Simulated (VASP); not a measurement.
Runs of VASP 6.6.1 on Al. The structure is that of space group Im-3m (No. 229), or close to it. The cells are those of the table. 

| cell | gap on the mesh (eV) | pressure (GPa) |
| --- | --- | --- |
| a = 2.825, b = 2.688, c = 2.688 Å, angles 107.4, 109.5, 109.5°, 1 atom | none | (a) |
| a = 2.837, b = 2.676, c = 2.676 Å, angles 107.0, 109.5, 109.5°, 1 atom | none | 1.1 |
| a = 2.710, b = 2.802, c = 2.802 Å, angles 110.8, 109.5, 109.5°, 1 atom | none | 0.4 |
| a = 2.791, b = 2.722, c = 2.722 Å, angles 108.4, 109.5, 109.5°, 1 atom | none | 0.3 |
| a = 2.814, b = 2.699, c = 2.699 Å, angles 107.7, 109.5, 109.5°, 1 atom | none | (b) |

Alike in all rows: task single point; level r2SCAN; potentials or basis VASP PAW PBE potentials, release 64 (Al); no spin polarisation; k mesh 20 × 20 × 20; cutoff (eV) 520; smearing gaussian 0.15 eV.

Question: Fill in the values left out.

Answer: (a) 0.9; (b) 0.6.

Caveats: the PAW data sets were made with another functional, which shifts forces and pressure a little.

A gap of «none» marks levels without a gap at the run's occupations.
